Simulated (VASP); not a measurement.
A run of VASP 6.6.1:

INCAR

```
  ALGO = Normal
  EDIFF = 1E-6
  ENCUT = 520
  GGA = PE
  ISIF = 2
  ISMEAR = -1
  LASPH = T
  LCHARG = F
  LREAL = F
  LWAVE = F
  NBANDS = 11
  NELM = 100
  PREC = Accurate
  SIGMA = 0.02
```

The input KPOINTS:

```
k-points
0
Gamma
  13 13 13
```

POSCAR

```
MgO
1.0
    0.0000000000      2.0580884821      2.0580884821
    2.0580884821      0.0000000000      2.0580884821
    2.0580884821      2.0580884821      0.0000000000
Mg O
1 1
Direct
    0.0000000000      0.0000000000      0.0000000000
    0.5000000000      0.5000000000      0.5000000000
```

Potentials or basis: VASP PAW PBE potentials, release 64 (Mg, O).

Run with:

```bash
$ cat potpaw_PBE.64/Mg/POTCAR potpaw_PBE.64/O/POTCAR > POTCAR
$ mpirun -np 1 vasp_std > vasp.out
```

Hardware: 1 thread of Intel(R) Xeon(R) 6975P-C (Granite Rapids), with other jobs on the host.

Task: Estimate the wall time of this run.

Result: Run time: 5.3 s on 1 thread of Intel(R) Xeon(R) 6975P-C (Granite Rapids), on a shared host, peak memory 0.15 GiB. Counts: scf iterations 12, k points 84.
